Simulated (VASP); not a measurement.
# AlGa3N4 (P-43m) in VASP: notebook, part 2 of 2

VASP 6.6.1. The steps go on from the part before.

### 3 Vibrations by perturbation theory, PBEsol

INCAR reads:

```
PREC     = Accurate       # precision mode
ENCUT    = 520            # plane-wave cutoff, eV
EDIFF    = 1E-8           # SCF threshold, eV
ISMEAR   = 0              # smearing method
SIGMA    = 0.01           # smearing width, eV
LREAL    = False          # projectors in reciprocal space
LASPH    = True           # aspherical terms in the spheres
NELM     = 100            # most SCF steps
ALGO     = Normal         # electronic algorithm
ISIF     = 2              # what is computed and relaxed
LWAVE    = False          # write WAVECAR
LCHARG   = False          # write CHGCAR
GGA      = PS             # functional
NBANDS   = 41             # bands
IBRION   = 8              # ionic algorithm
NSW      = 1              # ionic steps
LEPSILON = True           # dielectric tensor by DFPT
```

KPOINTS reads:

```
regular mesh
0
Gamma
  6 6 6
```

POSCAR reads:

```
AlGa3N4
1.0
    4.4676279360      0.0000000000      0.0000000000
    0.0000000000      4.4676279360      0.0000000000
    0.0000000000      0.0000000000      4.4676279360
Al Ga N
1 3 4
Direct
    0.0000000000      0.0000000000      0.0000000000
    0.5000000000      0.5000000000      0.0000000000
    0.5000000000      0.0000000000      0.5000000000
    0.0000000000      0.5000000000      0.5000000000
    0.7550309208      0.7550309208      0.2449690792
    0.7550309208      0.2449690792      0.7550309208
    0.2449690792      0.7550309208      0.7550309208
    0.2449690792      0.2449690792      0.2449690792
```

Potentials or basis: VASP PAW PBE potentials, release 64 (Al, Ga_d, N).

On the command line:

```
$ cat potpaw_PBE.64/Al/POTCAR potpaw_PBE.64/Ga_d/POTCAR potpaw_PBE.64/N/POTCAR > POTCAR
$ mpirun -np 1 vasp_std > vasp.out
```

OUTCAR:

```text
PREC = Accurate
   ENCUT = 520
   EDIFF = 1E-8
   ISMEAR = 0
   LREAL = False
   LASPH = True
   NELM = 100
   ISIF = 2
   GGA = PS
   IBRION = 8
   NSW = 1
   LEPSILON = True

 ion  position               nearest neighbor table
   1  0.000  0.000  0.000-   5 1.90   6 1.90   7 1.90   8 1.90
   2  0.500  0.500  0.000-   5 1.95   6 1.95   7 1.95   8 1.95
   3  0.500  0.000  0.500-   5 1.95   6 1.95   7 1.95   8 1.95
   4  0.000  0.500  0.500-   5 1.95   6 1.95   7 1.95   8 1.95
   5  0.755  0.755  0.245-   1 1.90   2 1.95   3 1.95   4 1.95
[... 1521 lines left out ...]
      3.373197  1.094431  3.373197     0.047234    0.015240   -0.213207
      1.094431  3.373197  3.373197     0.047260    0.015214   -0.213211
      1.094431  1.094431  1.094431     0.047236    0.015220   -0.213205

--------------------------------------------------------------------------------------------------------

 MACROSCOPIC STATIC DIELECTRIC TENSOR IONIC CONTRIBUTION
 ------------------------------------------------------
           4.362457    -0.000000     0.000000
          -0.000000     4.362457     0.000000
           0.000000     0.000000     4.362457
 ------------------------------------------------------

 ELASTIC MODULI CONTR FROM IONIC RELAXATION (kBar)
 Direction    XX          YY          ZZ          XY          YZ          ZX
 --------------------------------------------------------------------------------
 XX          -2.3006      1.1443      1.1443     -0.0000     -0.0000     -0.0000
 YY           1.1443     -2.3006      1.1443      0.0000     -0.0000     -0.0000
 ZZ           1.1443      1.1443     -2.3006      0.0000      0.0000      0.0000
 XY          -0.0000      0.0000      0.0000   -407.1130     -0.0000     -0.0000
 YZ           0.0000     -0.0000      0.0000     -0.0000   -407.1130      0.0000
 ZX          -0.0000     -0.0000      0.0000     -0.0000     -0.0000   -407.1130
 --------------------------------------------------------------------------------

 PIEZOELECTRIC TENSOR IONIC CONTR  for field in x, y, z        (C/m^2)
          XX          YY          ZZ          XY          YZ          ZX
  --------------------------------------------------------------------------------
  x     0.00000     0.00000    -0.00000     0.00000     1.24681    -0.00000
  y     0.00000     0.00000    -0.00000     0.00000     0.00000     1.24681
  z     0.00000     0.00000    -0.00000     1.24681     0.00000     0.00000
```

OSZICAR:

```text
N       E                     dE             d eps       ncg     rms          rms(c)
DAV:   1     0.629787118018E+03    0.62979E+03   -0.28035E+04  1865   0.256E+03
DAV:   2     0.534320702366E+02   -0.57636E+03   -0.53737E+03  1744   0.642E+02
DAV:   3    -0.548767837068E+02   -0.10831E+03   -0.10520E+03  1851   0.195E+02
DAV:   4    -0.626005220420E+02   -0.77237E+01   -0.76550E+01  2273   0.547E+01
[... 268 lines left out ...]
RMM:  15    -0.240803334394E+00    0.11853E-08    0.20798E-07 12682   0.318E-04    0.493E-07
RMM:  16    -0.240803335267E+00   -0.87228E-09    0.10790E-07 12811   0.319E-04    0.920E-07
RMM:  17    -0.240803336417E+00   -0.11501E-08    0.20273E-07 12968   0.319E-04    0.179E-07
RMM:  18    -0.240803336136E+00    0.28114E-09    0.84486E-08 13120   0.320E-04    0.181E-07
 Linear response finished
```

stdout:

```text
POSCAR found type information on POSCAR AlGaN
 POSCAR found :  3 types and       8 ions
 scaLAPACK will be used
 -----------------------------------------------------------------------------
|                                                                             |
|                                                                             |
|     You enforced a specific xc type in the INCAR file but a different       |
[... 77 lines left out ...]
 force on displaced ion       2 direction 3 :   0.000   0.000 -17.287
 Born effective charge ion    2 direction 3 :   0.000   0.000   2.683
 Linear response progress:
 first order change of Fermi-energy  -0.50875E+00
 force on displaced ion       5 direction 1 : -17.885  -0.567   0.567
 Born effective charge ion    5 direction 1 :  -2.604   0.054  -0.054
 Born effective charges drift removed
 Linear response finished
```

Run time: 67 min. Hardware: 1 thread of Oxide Virtual Turin-like, shared host; peak memory 0.7 GiB.

Results:

- Electronic dielectric tensor (diagonal): 5.53
- Born charges (mean of the diagonal): Al +2.54; Ga +2.63; N -2.60 e
- Highest phonon frequency at Γ, LO-TO splitting left out: 692 cm⁻¹

Phonon frequencies in cm⁻¹ (negative: imaginary):
```csv
q point,frequencies
"(0.000, 0.000, 0.000)",0 0 0 189 189 189 233 233 233 410 410 410 556 556 556 592 592 592 653 653 653 670 670 692
```

Electronic dielectric tensor:
```
5.53 0.00 0.00
0.00 5.53 0.00
0.00 0.00 5.53
```

Born effective charge tensors (e):
atom 1, Al
```
2.54 0.00 0.00
0.00 2.54 0.00
0.00 0.00 2.54
```
atom 2, Ga
```
2.60 0.00 0.00
0.00 2.60 0.00
0.00 0.00 2.68
```
atom 3, Ga
```
2.60 0.00 0.00
0.00 2.68 0.00
0.00 0.00 2.60
```
atom 4, Ga
```
2.68 0.00 0.00
0.00 2.60 0.00
0.00 0.00 2.60
```
atom 5, N
```
-2.60  0.05 -0.05
 0.05 -2.60 -0.05
-0.05 -0.05 -2.60
```
atom 6, N
```
-2.60 -0.05  0.05
-0.05 -2.60 -0.05
 0.05 -0.05 -2.60
```
atom 7, N
```
-2.60 -0.05 -0.05
-0.05 -2.60  0.05
-0.05  0.05 -2.60
```
atom 8, N
```
-2.60  0.05  0.05
 0.05 -2.60  0.05
 0.05  0.05 -2.60
```

Caveat: the PAW data sets were made with another functional, which shifts forces and pressure a little.

### 4 Vibrations by perturbation theory, PBEsol

This run uses another cell than the first one, of 10.82 Å³/atom.

INCAR reads:

```
ALGO = Normal
EDIFF = 1E-8
ENCUT = 520
GGA = PS
IBRION = 8
ISIF = 2
ISMEAR = 0
LASPH = True
LCHARG = False
LEPSILON = True
LREAL = False
LWAVE = False
NBANDS = 41
NELM = 60
NSW = 1
PREC = Accurate
SIGMA = 0.01
```

KPOINTS reads:

```
k-points
0
Gamma
  6 6 6
```

POSCAR reads:

```
AlGa3N4
1.0
    4.4239671855      0.0000000000      0.0000000000
    0.0000000000      4.4239671855      0.0000000000
    0.0000000000      0.0000000000      4.4239671855
Al Ga N
1 3 4
Direct
    0.0000000000      0.0000000000      0.0000000000
    0.5000000000      0.5000000000      0.0000000000
    0.5000000000      0.0000000000      0.5000000000
    0.0000000000      0.5000000000      0.5000000000
    0.7550647040      0.7550647040      0.2449352960
    0.7550647040      0.2449352960      0.7550647040
    0.2449352960      0.7550647040      0.7550647040
    0.2449352960      0.2449352960      0.2449352960
```

Potentials or basis: VASP PAW PBE potentials, release 64 (Al, Ga_d, N).

On the command line:

```
$ cat potpaw_PBE.64/Al/POTCAR potpaw_PBE.64/Ga_d/POTCAR potpaw_PBE.64/N/POTCAR > POTCAR
$ mpirun -np 1 vasp_std > vasp.out
```

OUTCAR:

```text
EDIFF = 1E-8
   ENCUT = 520
   GGA = PS
   IBRION = 8
   ISIF = 2
   ISMEAR = 0
   LASPH = True
   LEPSILON = True
   LREAL = False
   NELM = 60
   NSW = 1
   PREC = Accurate

 ion  position               nearest neighbor table
   1  0.000  0.000  0.000-   5 1.88   6 1.88   7 1.88   8 1.88   3 3.13   4 3.13   2 3.13   3 3.13
                             4 3.13   2 3.13   4 3.13   4 3.13   2 3.13   3 3.13   3 3.13   2 3.13
   2  0.500  0.500  0.000-   5 1.93   6 1.93   7 1.93   8 1.93   1 3.13   1 3.13   1 3.13   1 3.13

   3  0.500  0.000  0.500-   5 1.93   6 1.93   7 1.93   8 1.93   1 3.13   1 3.13   1 3.13   1 3.13

   4  0.000  0.500  0.500-   5 1.93   6 1.93   7 1.93   8 1.93   1 3.13   1 3.13   1 3.13   1 3.13

   5  0.755  0.755  0.245-   1 1.88   2 1.93   3 1.93   4 1.93
   6  0.755  0.245  0.755-   1 1.88   2 1.93   3 1.93   4 1.93
   7  0.245  0.755  0.755-   1 1.88   2 1.93   3 1.93   4 1.93
   8  0.245  0.245  0.245-   1 1.88   2 1.93   3 1.93   4 1.93

  LATTYP: Found a simple cubic cell.
 ALAT       =     4.4239671855

  Lattice vectors:

 A1 = (   4.4239671855,   0.0000000000,   0.0000000000)
[... 1241 lines left out ...]
  7X     4.020503   -2.865421   -2.865421    3.412466   -2.824010    2.563871    3.412466    2.563871   -2.824010    3.078470    2.553395    2.553395    2.876199   -0.046533   -0.030928    2.876199   -0.030928   -0.046533  -19.345740    0.602504    0.602504   -0.330562    0.047122    0.047122
  7Y    -2.865421    4.020503    2.865421   -2.824010    3.412466   -2.563871    2.553395    3.078470   -2.553395    2.563871    3.412466    2.824010    0.047122   -0.330562   -0.047122   -0.030928    2.876199    0.046533    0.602504  -19.345740   -0.602504   -0.046533    2.876199    0.030928
  7Z    -2.865421    2.865421    4.020503    2.553395   -2.553395    3.078470   -2.824010   -2.563871    3.412466    2.563871    2.824010    3.412466   -0.030928    0.046533    2.876199    0.047122   -0.047122   -0.330562    0.602504   -0.602504  -19.345740   -0.046533    0.030928    2.876199
  8X     4.020503    2.865421    2.865421    3.412466    2.824010   -2.563871    3.412466   -2.563871    2.824010    3.078470   -2.553395   -2.553395    2.876199    0.030928    0.046533    2.876199    0.046533    0.030928   -0.330562   -0.047122   -0.047122  -19.345740   -0.602504   -0.602504
  8Y     2.865421    4.020503    2.865421    2.824010    3.412466   -2.563871   -2.553395    3.078470   -2.553395   -2.563871    3.412466    2.824010    0.030928    2.876199    0.046533   -0.047122   -0.330562   -0.047122    0.046533    2.876199    0.030928   -0.602504  -19.345740   -0.602504
  8Z     2.865421    2.865421    4.020503   -2.553395   -2.553395    3.078470    2.824010   -2.563871    3.412466   -2.563871    2.824010    3.412466   -0.047122   -0.047122   -0.330562    0.030928    0.046533    2.876199    0.046533    0.030928    2.876199   -0.602504   -0.602504  -19.345740

 Eigenvectors and eigenvalues of the dynamical matrix
 ----------------------------------------------------

   1 f  =   21.511057 THz   135.157956 2PiTHz  717.531618 cm-1    88.962542 meV
             X         Y         Z           dx          dy          dz
      0.000000  0.000000  0.000000    -0.000000   -0.000000   -0.000000
      2.211984  2.211984  0.000000     0.000000    0.000000   -0.000000
      2.211984  0.000000  2.211984    -0.000000   -0.000000   -0.000000
      0.000000  2.211984  2.211984     0.000000   -0.000000   -0.000000
      3.340381  3.340381  1.083586    -0.288675   -0.288675    0.288675
      3.340381  1.083586  3.340381    -0.288675    0.288675   -0.288675
      1.083586  3.340381  3.340381     0.288675   -0.288675   -0.288675
      1.083586  1.083586  1.083586     0.288675    0.288675    0.288675
[... 243 lines left out ...]
  24 f/i=    0.011109 THz     0.069797 2PiTHz    0.370543 cm-1     0.045941 meV
             X         Y         Z           dx          dy          dz
      0.000000  0.000000  0.000000     0.300693   -0.031243   -0.023702
      2.211984  2.211984  0.000000     0.484443   -0.050336   -0.038249
      2.211984  0.000000  2.211984     0.484443   -0.050418   -0.038187
      0.000000  2.211984  2.211984     0.485235   -0.050336   -0.038187
      3.340381  3.340381  1.083586     0.216817   -0.022610   -0.017023
      3.340381  1.083586  3.340381     0.216813   -0.022458   -0.017174
      1.083586  3.340381  3.340381     0.216801   -0.022446   -0.017007
      1.083586  1.083586  1.083586     0.216829   -0.022598   -0.017158

--------------------------------------------------------------------------------------------------------

 MACROSCOPIC STATIC DIELECTRIC TENSOR IONIC CONTRIBUTION
 ------------------------------------------------------
           4.078703     0.000000     0.000000
           0.000000     4.078703    -0.000000
           0.000000    -0.000000     4.078703
 ------------------------------------------------------

 ELASTIC MODULI CONTR FROM IONIC RELAXATION (kBar)
 Direction    XX          YY          ZZ          XY          YZ          ZX
 --------------------------------------------------------------------------------
 XX          -2.7396      1.3099      1.3099     -0.0000     -0.0000     -0.0000
 YY           1.3099     -2.7396      1.3099     -0.0000      0.0000     -0.0000
 ZZ           1.3099      1.3099     -2.7396      0.0000      0.0000      0.0000
 XY          -0.0000     -0.0000      0.0000   -551.7610     -0.0000      0.0000
 YZ          -0.0000      0.0000      0.0000     -0.0000   -551.7610     -0.0000
 ZX          -0.0000      0.0000      0.0000      0.0000     -0.0000   -551.7610
 --------------------------------------------------------------------------------

 PIEZOELECTRIC TENSOR IONIC CONTR  for field in x, y, z        (C/m^2)
          XX          YY          ZZ          XY          YZ          ZX
  --------------------------------------------------------------------------------
  x     0.00000    -0.00000     0.00000     0.00000     1.40459     0.00000
  y     0.00000     0.00000    -0.00000    -0.00000     0.00000     1.40459
  z     0.00000     0.00000    -0.00000     1.40459     0.00000    -0.00000
```

OSZICAR:

```text
N       E                     dE             d eps       ncg     rms          rms(c)
DAV:   1     0.628775458398E+03    0.62878E+03   -0.27847E+04  1848   0.259E+03
DAV:   2     0.530576350426E+02   -0.57572E+03   -0.53345E+03  1760   0.634E+02
DAV:   3    -0.549962372891E+02   -0.10805E+03   -0.10425E+03  1834   0.194E+02
DAV:   4    -0.627614153747E+02   -0.77652E+01   -0.76847E+01  2257   0.553E+01
[... 245 lines left out ...]
RMM:   9    -0.241785091976E+00    0.53498E-06    0.12893E-08 11865   0.754E-04    0.903E-05
RMM:  10    -0.241784795328E+00    0.29665E-06    0.17596E-08 12105   0.594E-04    0.433E-05
RMM:  11    -0.241784820323E+00   -0.24995E-07   -0.28054E-09 12203   0.539E-04    0.145E-05
RMM:  12    -0.241784788346E+00    0.31977E-07    0.67970E-08 12348   0.522E-04    0.636E-06
RMM:  13    -0.241784788315E+00    0.31719E-10   -0.51749E-08 12512   0.518E-04    0.191E-06
 Linear response finished
```

stdout:

```text
POSCAR found type information on POSCAR AlGaN
 POSCAR found :  3 types and       8 ions
 scaLAPACK will be used
 -----------------------------------------------------------------------------
|                                                                             |
|                                                                             |
|     You enforced a specific xc type in the INCAR file but a different       |
[... 85 lines left out ...]
 force on displaced ion       2 direction 3 :  -0.000   0.000 -18.579
 Born effective charge ion    2 direction 3 :   0.000   0.000   2.665
 Linear response progress:
 first order change of Fermi-energy   0.56732E+00
 force on displaced ion       5 direction 1 : -19.346  -0.603   0.603
 Born effective charge ion    5 direction 1 :  -2.591   0.055  -0.055
 Born effective charges drift removed
 Linear response finished
```

Run time: 77 min. Hardware: 1 thread of Oxide Virtual Turin-like, shared host; peak memory 0.69 GiB.

Results:

* Electronic dielectric tensor (diagonal): 5.40
* Born charges (mean of the diagonal): Al +2.54; Ga +2.61; N -2.59 e
* Highest phonon frequency at Γ, LO-TO splitting left out: 718 cm⁻¹

Phonon frequencies in cm⁻¹ (negative: imaginary):
```tsv
q point	frequencies
(0.000, 0.000, 0.000)	0 0 0 189 189 189 234 234 234 421 421 421 579 579 579 619 619 619 684 684 684 695 695 718
```

Electronic dielectric tensor:
```
5.40 0.00 0.00
0.00 5.40 0.00
0.00 0.00 5.40
```

Born effective charge tensors (e):
atom 1, Al
```
2.54 0.00 0.00
0.00 2.54 0.00
0.00 0.00 2.54
```
atom 2, Ga
```
2.58 0.00 0.00
0.00 2.58 0.00
0.00 0.00 2.67
```
atom 3, Ga
```
2.58 0.00 0.00
0.00 2.67 0.00
0.00 0.00 2.58
```
atom 4, Ga
```
2.67 0.00 0.00
0.00 2.58 0.00
0.00 0.00 2.58
```
atom 5, N
```
-2.59  0.06 -0.06
 0.06 -2.59 -0.06
-0.06 -0.06 -2.59
```
atom 6, N
```
-2.59 -0.06  0.06
-0.06 -2.59 -0.06
 0.06 -0.06 -2.59
```
atom 7, N
```
-2.59 -0.06 -0.06
-0.06 -2.59  0.06
-0.06  0.06 -2.59
```
atom 8, N
```
-2.59  0.06  0.06
 0.06 -2.59  0.06
 0.06  0.06 -2.59
```

Caveat: the cell stands under pressure or tension, which shifts response properties; the PAW data sets were made with another functional, which shifts forces and pressure a little.
